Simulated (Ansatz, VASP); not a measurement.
# Si16B in VASP and in Ansatz

```
Si B
1.0
     0.00000    5.43000    5.43000
     5.43000    0.00000    5.43000
     5.43000    5.43000    0.00000
Si B
16 1
Direct
  0.99890 0.99915 0.00276
  0.12261 0.12242 0.12770
  0.99920 0.99957 0.49969
  0.12336 0.12447 0.62676
  0.01115 0.49626 0.99641
  0.12260 0.62718 0.12793
  0.99930 0.50070 0.50006
  0.12274 0.62730 0.62234
  0.49667 0.00970 0.99705
  0.62690 0.12253 0.12818
  0.49964 0.99982 0.50041
  0.62687 0.12286 0.62261
  0.49697 0.49696 0.99785
  0.62781 0.62623 0.12142
  0.49781 0.49807 0.50562
  0.62676 0.62722 0.62295
  0.38389 0.37747 0.86594
```

Alike in both runs: functional PBE; k mesh 2 × 2 × 2; occupations gaussian, width 0.05 eV; collinear spin.

Ansatz relaxed the structure, and its values are those at the end. VASP's run is a single point on that final structure, the one shown.

```csv
,VASP,Ansatz
version,VASP 6.6.1,Ansatz 0.2.0
potentials or method,"VASP PAW PBE potentials, release 64 (Si, B), cutoff 520 eV","scalar-relativistic, plane waves, PAW"
valence electrons in the cell,67,67
```

|  | VASP | Ansatz | Ansatz less VASP |
| --- | --- | --- | --- |
| rms of the force components (eV/Å) | 0.008 | 0.008 | 0.0000 |
| net moment per atom (μB) | 0.00 | 0.00 | 0.000 |

Ansatz's warnings: filled band counts differ across k points, seeded moment not kept.

The k mesh is coarse, so the values compare programs but aren't converged.
